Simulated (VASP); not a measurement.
Crystal: FePb.

```
CELL_PARAMETERS angstrom
3.39864 0.00000 0.00000
0.00000 3.39864 0.00000
0.00000 0.00000 3.39864
ATOMIC_POSITIONS crystal
Fe 0.00000 0.00000 0.00000
Pb 0.50000 0.50000 0.50000
```

Base run:

| Property | Result |
| --- | --- |
| Program | VASP 6.6.1 |
| Functional | PBE |
| Potentials or basis | VASP PAW PBE potentials, release 64 (Fe, Pb_d) |
| Cutoff | 520 eV |
| k mesh | 12 × 12 × 12 |
| Occupations | gaussian, width 0.1 eV |
| Spin | collinear spin, ferromagnetic start |
| Starting moments | [4.5, 0.0] μB |

Its results: pressure -0.2 GPa.

Q: The run is repeated on the same cell with these changes: spin from collinear spin, ferromagnetic start to no spin polarisation; further incar settings from ALGO = Fast; EDIFF = 1e-06; NBANDS = 22 to ALGO = Fast; EDIFF = 1e-06; NBANDS = 18. What comes out?

A: Pressure -10.0 GPa.
